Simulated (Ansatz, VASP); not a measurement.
## One calculation of Al3GaAs4, two programs

```xyz
8
Lattice="4.0744 0.0000 0.0000 0.0000 4.0744 0.0000 0.0000 0.0000 11.3413" Properties=species:S:1:pos:R:3 pbc="T T T"
Al    0.0000    0.0000    8.5029
Al    0.0000    0.0000    2.8384
Al    2.0372    2.0372    5.6707
Ga    2.0372    2.0372    0.0000
As    2.0372    0.0000    9.9117
As    0.0000    2.0372    1.4297
As    2.0372    0.0000    4.2541
As    0.0000    2.0372    7.0872
```

Alike in both runs: functional PBE; k mesh 4 × 4 × 2; occupations gaussian, width 0.1 eV; no spin polarisation.

Ansatz relaxed the structure, and its values are those at the end. VASP's run is a single point on that final structure, the one shown.

|  | VASP | Ansatz |
| --- | --- | --- |
| version | VASP 6.6.1 | Ansatz 0.2.0 |
| potentials or method | VASP PAW PBE potentials, release 64 (Al, Ga_d, As), cutoff 520 eV | scalar-relativistic, plane waves, PAW |
| valence electrons in the cell | 42 | 82 |

```tsv
	VASP	Ansatz	Ansatz less VASP
gap on the k mesh at the Fermi level (eV)	1.23	1.23	-0.002
least direct gap on the mesh (eV)	1.23	1.23	-0.002
pressure (GPa)	0.3	0.1	-0.16
```

With one functional, cell and mesh, what is left measures potentials, basis and numerics. VASP's potentials hold 42 valence electrons a cell and Ansatz's 82, so a difference there can come from the potentials and not from the codes.
